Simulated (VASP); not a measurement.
# Si16HC16 (a cell with a defect) (H_i (antibonding at C)) in VASP: further runs

Aim: see how the results for Si16HC16 (a cell with a defect) (H_i (antibonding at C)) move with the level of theory and the settings. Levels: LDA, PBE. Tasks: single point.

Program: VASP 6.6.1. These are calculated values, not measurements. Logs are shortened: lines on timing, memory, paths and dates and some standing lists are left out, and cuts for length are marked.

### 1 The cell of the first run

The cell holds a defect, 33 atoms: a = 7.586 Å, b = 7.586 Å, c = 7.586 Å, α = 109.47°, β = 109.47°, γ = 109.47°.

### 2 Single point, LDA

INCAR

```
SYSTEM = Si16HC16
PREC = Accurate
ENCUT = 520
EDIFF = 1E-6
ISMEAR = -1
SIGMA = 0.01
LREAL = Auto
LASPH = .True.
NELM = 120
ALGO = Normal
ISIF = 2
LWAVE = .False.
LCHARG = .False.
NBANDS = 86
NELECT = 128.0
GGA_COMPAT = .False.
```

KPOINTS

```
Automatic mesh
0
Gamma
  1 1 1
  0.25 0.25 0.25
```

POSCAR

```
Si16HC16
1.0
   -4.3797238571      4.3797238571     -4.3797238571
    4.3797238571      4.3797238571      4.3797238571
    4.3797238571     -4.3797238571     -4.3797238571
Si C H
16 16 1
Direct
   -0.0005350779      0.0009035504      0.7498200368
    0.0010234539      0.2497274795      0.5003222953
    0.0010303029      0.5009343243      0.2506454101
    0.0009958412      0.7505492678      0.0023976318
    0.2489291302     -0.0016294873      0.4979272554
    0.2467024441      0.2504769540      0.2487023078
    0.2483717680      0.4988126631     -0.0012635047
    0.2515887433      0.7501986383      0.7511087852
    0.4969905297     -0.0125969359      0.2517633177
    0.4930514602      0.2492573354     -0.0188352078
    0.5003367330      0.5013590690      0.7497266027
    0.5002192649      0.7495228850      0.5017478650
    0.7502153361     -0.0010521324     -0.0001788383
    0.7510530441      0.2497502564      0.7496605523
    0.7598572511      0.5131819932      0.5157405492
    0.7511270464      0.7493307594      0.2506528839
    0.0028572883      0.0009714003      0.0009649929
    0.0003349719      0.2498066591      0.7494469568
    0.0004066939      0.5006853191      0.5013838417
    0.0003151386      0.7494430058      0.2504202903
    0.2470601429     -0.0021104647      0.7471516264
    0.2526734018      0.2499700729      0.4983371083
    0.2515531057      0.4992186649      0.2499299202
    0.2487900198      0.7485356277     -0.0002546822
    0.4995829810     -0.0014249004      0.5020733674
    0.5099673488      0.2492055250      0.2535951365
    0.4989046410      0.5012558861     -0.0007322213
    0.5008166289      0.7503249940      0.7508797273
    0.7497894124     -0.0011985142      0.2504516263
    0.7486981757      0.2497488301     -0.0005903717
    0.7509340288      0.5013151457      0.7539569015
    0.7498826379      0.7509757268      0.5010288184
    0.6505936300      0.2570294174      0.2329603011
```

Potentials or basis: VASP PAW LDA potentials, release 64 (Si, C, H).

The run is started by

```sh
> cat potpaw_LDA.64/Si/POTCAR potpaw_LDA.64/C/POTCAR potpaw_LDA.64/H/POTCAR > POTCAR
> mpirun -np 1 vasp_std > vasp.out
```

OUTCAR:

```text
SYSTEM = Si16HC16
   PREC = Accurate
   ENCUT = 520
   EDIFF = 1E-6
   ISMEAR = -1
   LREAL = Auto
   LASPH = .True.
   NELM = 120
   ISIF = 2
   NELECT = 128.0

 ion  position               nearest neighbor table
   1  0.999  0.001  0.750-  18 1.89  32 1.89  21 1.89  17 1.90  15 3.02  10 3.06  14 3.08   7 3.08
                             2 3.09   6 3.09  16 3.09  12 3.09  13 3.09   5 3.11   8 3.11   4 3.12
   2  0.001  0.250  0.500-  18 1.89  29 1.90  19 1.90  22 1.91   6 3.08   1 3.09   7 3.09   5 3.09
                            14 3.09  11 3.09  16 3.10   8 3.10  13 3.10   3 3.10   9 3.12  15 3.13
   3  0.001  0.501  0.251-  20 1.89  19 1.90  23 1.91  30 1.91   6 3.07   5 3.08   4 3.08  16 3.09
                            12 3.09   7 3.09   8 3.10   2 3.10  14 3.10  13 3.11  15 3.14
   4  0.001  0.751  0.002-  20 1.89  31 1.89  24 1.89  17 1.90  15 3.01   5 3.07   9 3.07   3 3.08
                            16 3.09   7 3.09  13 3.09   6 3.10  11 3.10  14 3.10   8 3.11   1 3.12
   5  0.249  0.998  0.498-  20 1.88  25 1.89  21 1.90  22 1.90  10 2.99   9 3.06   4 3.07   3 3.08
                            16 3.08   2 3.09  12 3.10   6 3.11   8 3.11   1 3.11  14 3.11  11 3.12
   6  0.247  0.250  0.249-  23 1.87  17 1.87  22 1.88  26 1.99   3 3.07  13 3.08   2 3.08   7 3.09
                             1 3.09  12 3.09   4 3.10  11 3.10   5 3.11
   7  0.248  0.499  0.999-  18 1.89  24 1.89  27 1.89  23 1.90   9 3.03  10 3.06  14 3.08   1 3.08
                             6 3.09   2 3.09   8 3.09   4 3.09   3 3.09  11 3.10  16 3.11  12 3.12
   8  0.252  0.750  0.751-  28 1.89  24 1.90  19 1.90  21 1.90  15 3.05  11 3.08  12 3.08  13 3.09
                             7 3.09  10 3.09   3 3.10   2 3.10   9 3.10   5 3.11   4 3.11   1 3.11
   9  0.497  0.987  0.252-  25 1.87  24 1.87  29 1.89  26 1.95  12 3.02   7 3.03  16 3.05   5 3.06
                             4 3.07  14 3.09   8 3.10   2 3.12  13 3.13
  10  0.493  0.249  0.981-  21 1.85  33 1.85  27 1.85  30 1.90  26 2.03   5 2.99  11 3.00  14 3.03
                             1 3.06   7 3.06   8 3.09  16 3.10  13 3.15
  11  0.500  0.501  0.750-  28 1.88  31 1.89  27 1.90  22 1.90  10 3.00  15 3.06  12 3.07   8 3.08
                            13 3.08   2 3.09   4 3.10  16 3.10   7 3.10   6 3.10  14 3.11   5 3.12
  12  0.500  0.750  0.502-  28 1.89  25 1.89  32 1.89  23 1.90   9 3.02  11 3.07  15 3.07   8 3.08
                            13 3.09   6 3.09   3 3.09   1 3.09   5 3.10  14 3.10  16 3.11   7 3.12
  13  0.750  0.999  1.000-  28 1.89  29 1.90  30 1.91  17 1.91   6 3.08  11 3.08  12 3.09   8 3.09
                             4 3.09   1 3.09  16 3.10   2 3.10  14 3.10   3 3.11   9 3.13  10 3.15
  14  0.751  0.250  0.750-  18 1.89  25 1.90  31 1.90  30 1.90  10 3.03   1 3.08   7 3.08  15 3.08
                             9 3.09   2 3.09  12 3.10   4 3.10  13 3.10   3 3.10   5 3.11  11 3.11
  15  0.760  0.513  0.516-  31 1.86  32 1.87  19 1.90  26 1.96  33 2.01   4 3.01   1 3.02   8 3.05
                            11 3.06  12 3.07  14 3.08  16 3.11   2 3.13   3 3.14
  16  0.751  0.749  0.251-  20 1.89  29 1.90  32 1.90  27 1.90   9 3.05   5 3.08   4 3.09   3 3.09
                             1 3.09   2 3.10  13 3.10  10 3.10  11 3.10  15 3.11  12 3.11   7 3.11
  17  0.003  0.001  0.001-   6 1.87   1 1.90   4 1.90  13 1.91
  18  0.000  0.250  0.749-   1 1.89   7 1.89   2 1.89  14 1.89
  19  0.000  0.501  0.501-  15 1.90   8 1.90   2 1.90   3 1.90
  20  0.000  0.749  0.250-   5 1.88   4 1.89   3 1.89  16 1.89
  21  0.247  0.998  0.747-  10 1.85   1 1.89   5 1.90   8 1.90
  22  0.253  0.250  0.498-   6 1.88  11 1.90   5 1.90   2 1.91
  23  0.252  0.499  0.250-   6 1.87   7 1.90  12 1.90   3 1.91
  24  0.249  0.749  1.000-   9 1.87   7 1.89   4 1.89   8 1.90
  25  0.500  0.999  0.502-   9 1.87  12 1.89   5 1.89  14 1.90
  26  0.510  0.249  0.254-  33 1.11   9 1.95  15 1.96   6 1.99  10 2.03
  27  0.499  0.501  0.999-  10 1.85   7 1.89  11 1.90  16 1.90
  28  0.501  0.750  0.751-  11 1.88  12 1.89  13 1.89   8 1.89
  29  0.750  0.999  0.250-   9 1.89  16 1.90   2 1.90  13 1.90
  30  0.749  0.250  0.999-  10 1.90  14 1.90  13 1.91   3 1.91
  31  0.751  0.501  0.754-  15 1.86  11 1.89   4 1.89  14 1.90
  32  0.750  0.751  0.501-  15 1.87  12 1.89   1 1.89  16 1.90
  33  0.651  0.257  0.233-  26 1.11  10 1.85  15 2.01

  LATTYP: Found a body centered cubic cell.
 ALAT       =     8.7594477142

  Lattice vectors:

 A1 = (  -4.3797238571,   4.3797238571,  -4.3797238571)
 A2 = (   4.3797238571,   4.3797238571,   4.3797238571)
 A3 = (   4.3797238571,  -4.3797238571,  -4.3797238571)

Analysis of symmetry for initial positions (statically):
=====================================================================
 Subroutine PRICEL returns:
 Original cell was already a primitive cell.

 Routine SETGRP: Setting up the symmetry group for a
 body centered cubic supercell.

 Subroutine GETGRP returns: Found  1 space group operations
 (whereof  1 operations were pure point group operations)
 out of a pool of 48 trial point group operations.

The static configuration has the point symmetry C_1 .

Analysis of symmetry for dynamics (positions and initial velocities):
=====================================================================
 Subroutine PRICEL returns:
 Original cell was already a primitive cell.

 Routine SETGRP: Setting up the symmetry group for a
 body centered cubic supercell.

 Subroutine GETGRP returns: Found  1 space group operations
[... 111 lines left out ...]

  Shift w.r.t. Gamma in fractional coordinates (k-lattice)
     0.250000000  0.250000000  0.250000000

 Subroutine IBZKPT returns following result:
 ===========================================

 Found      1 irreducible k-points:

 Following reciprocal coordinates:
            Coordinates               Weight
  0.250000  0.250000  0.250000      2.000000
   k-points           NKPTS =      1   k-points in BZ     NKDIM =      1   number of bands    NBANDS=     86
   number of dos      NEDOS =    301   number of ions     NIONS =     33
   total plane-waves  NPLWV = 175616
   dimension x,y,z NGX =    56 NGY =   56 NGZ =   56
   dimension x,y,z NGXF=   112 NGYF=  112 NGZF=  112
   ions per type =              16  16   1
   NGX,Y,Z   is equivalent  to a cutoff of  12.27, 12.27, 12.27 a.u.
   NGXF,Y,Z  is equivalent  to a cutoff of  24.54, 24.54, 24.54 a.u.
 SYSTEM =  Si16HC16
   PREC   = accura    normal or accurate (medium, high low for compatibility)
   ISTART =      0    job   : 0-new  1-cont  2-samecut
   ICHARG =      2    charge: 1-file 2-atom 10-const
   ISPIN  =      1    spin polarized calculation?
   LNONCOLLINEAR =      F non collinear calculations
   LSORBIT =      F    spin-orbit coupling
   LASPH  =      T    aspherical Exc in radial PAW
   ENCUT  =  520.0 eV  38.22 Ry    6.18 a.u.  14.10 14.10 14.10*2*pi/ulx,y,z
   NELM   =    120;   NELMIN=  2; NELMDL= -5     # of ELM steps
   EDIFF  = 0.1E-05   stopping-criterion for ELM
   LREAL  =      T    real-space projection
   EDIFFG = 0.1E-04   stopping-criterion for IOM
   NSW    =      0    number of steps for IOM
   IBRION =     -1    ionic relax: 0-MD 1-quasi-New 2-CG
   NFREE  =      0    steps in history (QN), initial steepest desc. (CG)
   ISIF   =      2    stress and relaxation
   ISYM   =      2    0-nonsym 1-usesym 2-fastsym
   POTIM  = 0.5000    time-step for ionic-motion
   TEBEG  =    0.0;   TEEND  =   0.0 temperature during run
   PSTRESS=    0.0 pullay stress
   NELECT =     128.0000    total number of electrons
   NUPDOWN=      -1.0000    fix difference up-down
   EMIN   =  10.00;   EMAX   =-10.00  energy-range for DOS
   EFERMI =   0.00;   METHOD = LEGACY
   ISMEAR =    -1;   SIGMA  =   0.01  broadening in eV -4-tet -1-fermi 0-gaus
   EFERMI_NEDOS =   21; number of points for ismear=-14 and -15
   IALGO  =     38    algorithm
   IMIX   =      4    mixing-type and parameters
     AMIX     =   0.40;   BMIX     =  1.00
     AMIX_MAG =   1.60;   BMIX_MAG =  1.00
  volume/ion in A,a.u.               =      10.18        68.72
  Fermi-wavevector in a.u.,A,eV,Ry     =   1.186710  2.242558 19.160835  1.408282
  Thomas-Fermi vector in A             =   2.322877
   LORBIT       =      0    0 simple, 1 ext, 2 COOP (PROOUT), +10 PAW based schemes
   GGA     = CA    functional components
   LHFCALC =     F    Hartree Fock is set to
   AEXX    =    0.0000 exact exchange contribution
   IVDW    =     0    specifies the selected vdW correction
   LEPSILON=     F    determine dielectric tensor
   LRPA    =     F    only Hartree local field effects (RPA)
 non-spin polarized calculation
  energy-cutoff  :      520.00
  volume of cell :      336.05
 maximum number of plane-waves:      9024
 NGX is ok and might be reduce to    56
   NGX = 29   NGY = 29   NGZ = 29

 number of electron     127.9999991 magnetization

 Free energy of the ion-electron system (eV)
  ---------------------------------------------------
  ext. energy  EPLUGINS =         0.00000000
  ---------------------------------------------------
  free energy    TOTEN  =      -274.96694512 eV

  energy without entropy =     -274.96694512  energy(sigma->0) =     -274.96694512

 E-fermi :   7.6613     XC(G=0): -11.4826

 val. band max:        7.4053966869   @ k =   0.2500   0.2500   0.2500
 cond. band min:      10.8190994451   @ k =   0.2500   0.2500   0.2500
 fundamental gap:      3.4137027583
 Fermi energy:         7.6613335169

 k-point     1 :       0.2500    0.2500    0.2500
  band No.  band energies     occupation
      1      -6.8344      2.00000
      2      -6.0503      2.00000
      3      -6.0311      2.00000
      4      -6.0212      2.00000
      5      -4.4599      2.00000
      6      -3.3905      2.00000
[... 68 lines left out ...]
     75      11.6442      0.00000
     76      11.6585      0.00000
 [bands above 76 left out]

------------------------ aborting loop because EDIFF is reached ----------------------------------------

  FORCE on cell =-STRESS in cart. coord.  units (eV):
  Direction    XX          YY          ZZ          XY          YZ          ZX
  --------------------------------------------------------------------------------------
  -------------------------------------------------------------------------------------
  Total      -22.6763732    -22.9486092    -21.9787298      1.7955837      1.9274018     -1.9960795
  in kB     -108.1145140   -109.4124579   -104.7883480      8.5608337      9.1893048     -9.5167407
  external PRESSURE =    -107.4384400 kB  Pullay stress =       0.0000000 kB

 VOLUME and BASIS-vectors are now :
 -----------------------------------------------------------------------------
  energy-cutoff  :      520.00
  volume of cell :      336.05
      direct lattice vectors                 reciprocal lattice vectors
    -4.379723857  4.379723857 -4.379723857     0.000000000  0.114162449 -0.114162449
     4.379723857  4.379723857  4.379723857     0.114162449  0.114162449  0.000000000
     4.379723857 -4.379723857 -4.379723857     0.114162449  0.000000000 -0.114162449

 POSITION                                       TOTAL-FORCE (eV/Angst)
 -----------------------------------------------------------------------------------
     -1.08942      1.09733     -7.65743        -0.001067     -0.002141     -0.001035
      3.28053     -1.09305     -1.10202         0.001281      0.000612     -0.007424
      3.28720      1.10071      1.09168         0.000838      0.015253      0.000429
      3.29334      3.28106      3.27234        -0.002476     -0.002132      0.005347
      5.46313      3.28204      1.10156         0.005486      0.002197     -0.004246
      1.10578      1.08826     -1.07272         0.000646     -0.008589     -0.017033
[... 25 lines left out ...]
      2.19916      4.37898     -2.18958         0.015148     -0.006937     -0.011804
     -0.70340      2.95484     -2.74400        -0.135414      0.146228     -0.120560
 -----------------------------------------------------------------------------------
    total drift:                                0.014921     -0.027417     -0.006325

  FREE ENERGIE OF THE ION-ELECTRON SYSTEM (eV)
  ---------------------------------------------------
  free  energy   TOTEN  =      -274.9669451233 eV

  energy  without entropy=     -274.9669451233  energy(sigma->0) =     -274.96694512
```

It took 36 s on 1 thread of Intel Xeon Platinum 8488C (Sapphire Rapids), shared host; peak memory 0.34 GiB.

Results:

```yaml
Free_energy: -274.9669 eV
Largest_force: 0.233 eV/Å
```

Forces on the atoms (eV/Å):
```
Si  -0.001 -0.002 -0.001
Si   0.001  0.001 -0.007
Si   0.001  0.015  0.000
Si  -0.002 -0.002  0.005
Si   0.005  0.002 -0.004
Si   0.001 -0.009 -0.017
Si   0.003  0.003 -0.002
Si  -0.007  0.002  0.003
Si  -0.006 -0.007 -0.007
Si  -0.016  0.006  0.024
Si   0.000 -0.004 -0.002
Si  -0.002  0.006  0.010
Si  -0.014 -0.006  0.001
Si  -0.001  0.005  0.001
Si   0.013  0.002 -0.008
Si  -0.002  0.005  0.000
C    0.004 -0.007  0.014
C   -0.004  0.001 -0.004
C    0.010 -0.014  0.006
C   -0.004 -0.001 -0.005
C    0.013  0.025 -0.010
C    0.016 -0.016  0.005
C    0.002 -0.002  0.001
C    0.004 -0.014 -0.011
C   -0.015  0.010  0.015
C    0.116 -0.117  0.105
C   -0.017 -0.006  0.001
C    0.003 -0.001 -0.011
C    0.010 -0.006  0.008
C    0.027 -0.026  0.006
C   -0.017  0.016  0.015
C    0.015 -0.007 -0.012
H   -0.135  0.146 -0.121
```

Caveat: the k points lie up to 1.01 Å⁻¹ apart; the cell carries a net charge on a neutralising background, which shifts energy and pressure; the cell is charged against a uniform background, so pressure and absolute levels hang on convention.

### 3 Single point, PBE

INCAR

```
ALGO     = Normal         # electronic algorithm
EDIFF    = 1E-6           # SCF threshold, eV
ENCUT    = 520            # plane-wave cutoff, eV
GGA      = PE             # functional
GGA_COMPAT= F            
ISIF     = 2              # what is computed and relaxed
ISMEAR   = 0              # smearing method
LASPH    = T              # aspherical terms in the spheres
LCHARG   = F              # write CHGCAR
LREAL    = Auto         
LWAVE    = F              # write WAVECAR
NBANDS   = 86             # bands
NELECT   = 128.0        
NELM     = 120            # most SCF steps
PREC     = Accurate       # precision mode
SIGMA    = 0.01           # smearing width, eV
```

KPOINTS is that of step 2.

POSCAR is that of step 2.

Potentials or basis: VASP PAW PBE potentials, release 64 (Si, C, H).

The run is started by

```sh
> cat potpaw_PBE.64/Si/POTCAR potpaw_PBE.64/C/POTCAR potpaw_PBE.64/H/POTCAR > POTCAR
> mpirun -np 1 vasp_std > vasp.out
```

It took 47 s on 1 thread of Intel Xeon Platinum 8488C (Sapphire Rapids), shared host; peak memory 0.4 GiB.

The run converged. Its results:

* Free energy: -249.5974 eV
* Largest force: 0.027 eV/Å

Forces in eV/Å, atoms in the order of the input:
```
Si   0.001 -0.001 -0.002
Si  -0.002  0.004  0.000
Si  -0.004  0.004 -0.001
Si  -0.002  0.000  0.005
Si   0.007  0.004 -0.005
Si  -0.002 -0.001 -0.005
Si   0.001  0.001 -0.004
Si  -0.006  0.002  0.003
Si  -0.008 -0.007 -0.008
Si  -0.011  0.000  0.002
Si  -0.002 -0.005 -0.002
Si  -0.005  0.005  0.010
Si  -0.004 -0.001  0.000
Si   0.001  0.004  0.000
Si   0.009  0.001 -0.007
Si  -0.002  0.003 -0.001
C   -0.005 -0.006  0.010
C   -0.006  0.003 -0.003
C    0.009  0.000 -0.009
C   -0.003 -0.003 -0.003
C    0.002  0.002 -0.007
C    0.010 -0.010 -0.003
C    0.001  0.008 -0.002
C   -0.001 -0.012  0.003
C   -0.001  0.008  0.009
C    0.016 -0.012  0.018
C    0.005  0.004  0.003
C    0.006 -0.001 -0.011
C   -0.001 -0.005 -0.004
C    0.003 -0.003  0.004
C   -0.013  0.000  0.007
C    0.014 -0.001  0.004
H   -0.008  0.014  0.001
```

Levels at points of the mesh, in eV from the Fermi level:
```
           k point  band 61  band 62  band 63  band 64  band 65  band 66  band 67  band 68
(0.25, 0.25, 0.25)    -0.09    -0.08    -0.06    -0.06     3.42     3.96     4.09     4.13
```

Caveat: the k points lie up to 1.01 Å⁻¹ apart; the cell carries a net charge on a neutralising background, which shifts energy and pressure; the cell is charged against a uniform background, so pressure and absolute levels hang on convention.
